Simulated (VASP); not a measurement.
# Mo (P6/mmm) in VASP: a series of runs, part 2 of 2

VASP 6.6.1. The steps go on from the part before.

## 3. Relaxation of cell and atoms, PBEsol

This run uses another cell than the first one, of 16.56 Å³/atom, 1.017 times its volume.

The input, INCAR:

```
ALGO = Normal
EDIFF = 1E-6
EDIFFG = -0.01
ENCUT = 600
GGA = PS
IBRION = 2
ISIF = 3
ISMEAR = -1
LASPH = T
LCHARG = F
LREAL = F
LWAVE = F
NELM = 100
NSW = 50
PREC = Accurate
SIGMA = 0.1
```

The input, KPOINTS:

```
k-points
0
Gamma
  18 18 17
```

The input, POSCAR:

```
Mo
1.0
    2.7355100000      0.0000000000      0.0000000000
   -1.3677600000      2.3690200000      0.0000000000
    0.0000000000      0.0000000000      2.5551800000
Mo
1
Direct
    0.0000000000      0.0000000000      0.5000000000
```

Potentials or basis: VASP PAW PBE potentials, release 64 (Mo_sv).

On the command line:

```bash
cat potpaw_PBE.64/Mo_sv/POTCAR > POTCAR
mpirun -np 1 vasp_std > vasp.out
```

OUTCAR:

```text
EDIFF = 1E-6
   EDIFFG = -0.01
   ENCUT = 600
   GGA = PS
   IBRION = 2
   ISIF = 3
   ISMEAR = -1
   LASPH = T
   LREAL = F
   NELM = 100
   NSW = 50
   PREC = Accurate

 ion  position               nearest neighbor table
   1  0.000  0.000  0.500-

  LATTYP: Found a hexagonal cell.
 ALAT       =     2.7355100000
 C/A-ratio  =     0.9340781061

  Lattice vectors:

 A1 = (   2.7355100000,   0.0000000000,   0.0000000000)
 A2 = (  -1.3677600000,   2.3690200000,   0.0000000000)
 A3 = (   0.0000000000,   0.0000000000,   2.5551800000)

Analysis of symmetry for initial positions (statically):
=====================================================================
 Subroutine PRICEL returns:
 Original cell was already a primitive cell.

[... 425 lines left out ...]
 val. band max:       11.5954562698   @ k =   0.3333   0.3333   0.3529
 cond. band min:      11.6004681555   @ k =   0.5000  -0.0000   0.0588
 fundamental gap:      0.0050118857
 Fermi energy:        11.5957377900

 k-point     1 :       0.0000    0.0000    0.0000
  band No.  band energies     occupation
      1     -49.3048      2.00000
      2     -22.6184      2.00000
      3     -22.6184      2.00000
      4     -22.3846      2.00000
      5       4.7872      2.00000
      6       7.2046      2.00000
      7      10.6840      1.99978
      8      10.6840      1.99978
      9      15.9611      0.00000
     10      15.9611      0.00000
     11      24.4769      0.00000
[... 309 lines left out ...]
 k-point    24 :       0.3889    0.1111    0.0000
  band No.  band energies     occupation
      1     -49.0851      2.00000
      2     -23.8920      2.00000
      3     -23.0278      2.00000
      4     -22.2372      2.00000
      5       7.1660      2.00000
      6       8.3132      2.00000
      7      11.6125      0.91614
      8      13.1421      0.00000
      9      15.0778      0.00000
     10      16.5028      0.00000
     11      21.6874      0.00000

 [... further k-points ...]
[... 5 lines left out ...]
  --------------------------------------------------------------------------------------
  -------------------------------------------------------------------------------------
  Total        0.0008696      0.0008696      0.0031302     -0.0000000     -0.0000000      0.0000000
  in kB        0.0854104      0.0854103      0.3074411     -0.0000002     -0.0000000      0.0000000
  external PRESSURE =       0.1594206 kB  Pullay stress =       0.0000000 kB
[... 16 lines left out ...]
  FREE ENERGIE OF THE ION-ELECTRON SYSTEM (eV)
  ---------------------------------------------------
  free  energy   TOTEN  =       -10.8838578398 eV

  energy  without entropy=      -10.8485839903  energy(sigma->0) =      -10.86622092

 reached required accuracy - stopping structural energy minimisation
```

OSZICAR:

```text
N       E                     dE             d eps       ncg     rms          rms(c)
DAV:   1     0.120126366245E+03    0.12013E+03   -0.10190E+04  7369   0.146E+03
DAV:   2    -0.955314550933E+01   -0.12968E+03   -0.12597E+03  8091   0.384E+02
DAV:   3    -0.114270421685E+02   -0.18739E+01   -0.18466E+01  8203   0.469E+01
[... 57 lines left out ...]
       N       E                     dE             d eps       ncg     rms          rms(c)
DAV:   1    -0.108839203814E+02   -0.65730E-04   -0.16003E-03  7416   0.525E-01    0.747E-02
DAV:   2    -0.108838640766E+02    0.56305E-04   -0.96142E-05  7410   0.123E-01    0.161E-02
DAV:   3    -0.108838582379E+02    0.58387E-05   -0.17947E-05  7878   0.502E-02    0.107E-02
DAV:   4    -0.108838578398E+02    0.39815E-06   -0.34897E-07  4086   0.668E-03
   8 F= -.10883858E+02 E0= -.10866221E+02  d E =-.343184E-05
```

CONTCAR:

```text
Mo
   1.00000000000000
     2.7442178814369385   -0.0000000182086543    0.0000000000000000
    -1.3721139724039957    2.3765612447053921   -0.0000000000000000
     0.0000000000000000   -0.0000000000000000    2.5011946429852738
  Mo
     1
Direct
     1.0000000000000000    0.0000000000000000    0.5000000000000000

  0.00000000E+00  0.00000000E+00  0.00000000E+00
```

Wall time 2.9 min (1 thread of AMD EPYC 7R13 (Zen 3), shared host); peak memory 0.18 GiB.

Results:

```
Free energy                            : -10.8839 eV
Relaxed volume                         : 16.31 Å³/atom
Relaxed cell                           : a = 2.744 Å, b = 2.744 Å, c = 2.501 Å, α = 90.00°, β = 90.00°, γ = 120.00°
Space group after relaxing (to 0.05 Å) : P6/mmm (No. 191)
Energy gained by relaxing              : 8.4 meV/atom
Ionic steps                            : 8
Pressure after relaxing                : 0.0 GPa
Band gap on the k mesh                 : zero (band 7 reaches 12.61 eV, above the bottom of band 8 at 10.68 eV)
```

Step by step:
| step | energy change (eV) | largest force (eV/Å) | pressure (GPa) | volume (Å³) |
| --- | --- | --- | --- | --- |
| 1 | 0.0000 | 0.0000 | -3.18 | 16.56 |
| 2 | 0.0059 | 0.0000 | 8.00 | 15.78 |
| 3 | -0.0072 | 0.0000 | 1.27 | 16.22 |
| 4 | -0.0076 | 0.0000 | -1.10 | 16.39 |
| 5 | -0.0084 | 0.0000 | -0.06 | 16.32 |
| 6 | -0.0084 | 0.0000 | -0.09 | 16.32 |
| 7 | -0.0084 | 0.0000 | 0.09 | 16.30 |
| 8 | -0.0084 | 0.0000 | 0.02 | 16.31 |

Final structure:
```
CELL_PARAMETERS angstrom
2.74422 0.00000 0.00000
-1.37211 2.37656 0.00000
0.00000 0.00000 2.50119
ATOMIC_POSITIONS crystal
Mo 0.00000 0.00000 0.50000
```

Levels at points of the mesh, in eV from the Fermi level:
| k point | band 5 | band 6 | band 7 | band 8 | band 9 | band 10 |
| --- | --- | --- | --- | --- | --- | --- |
| (0.00, 0.00, 0.00) | -6.81 | -4.39 | -0.91 | -0.91 | 4.37 | 4.37 |
| (0.50, 0.00, 0.00) | -4.94 | -3.27 | 1.01 | 1.38 | 3.72 | 4.40 |

Caveat: the PAW data sets were made with another functional, which shifts forces and pressure a little.
